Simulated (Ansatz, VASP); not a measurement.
GaSb: VASP beside Ansatz

```
Ga Sb
1.0
     0.00000    3.02342    3.02342
     3.02342    0.00000    3.02342
     3.02342    3.02342    0.00000
Ga Sb
1 1
Direct
  0.00000 0.00000 0.00000
  0.25000 0.25000 0.25000
```

Alike in both runs: functional LDA; k mesh 8 × 8 × 8; occupations gaussian, width 0.01 eV; no spin polarisation.

Ansatz relaxed the structure, and its values are those at the end. VASP's run is a single point on that final structure, the one shown.

```csv
,VASP,Ansatz
version,VASP 6.6.1,Ansatz 0.2.0
potentials or method,"VASP PAW LDA potentials, release 64 (Ga_d, Sb), cutoff 520 eV","scalar-relativistic, plane waves, PAW"
valence electrons in the cell,18,28
```

```tsv
	VASP	Ansatz	Ansatz less VASP
gap on the k mesh at the Fermi level (eV)	0.13	0.08	-0.051
least direct gap on the mesh (eV)	0.13	0.08	-0.051
pressure (GPa)	0.2	0.0	-0.20
```

Ansatz warns that its potentials were made for another functional, while VASP's fit it. LDA's correlation is that of Perdew and Zunger in VASP and of Perdew and Wang (1992) in Ansatz. VASP's potentials hold 18 valence electrons a cell and Ansatz's 28, so a difference there can come from the potentials and not from the codes.

Spin-orbit coupling is off throughout.
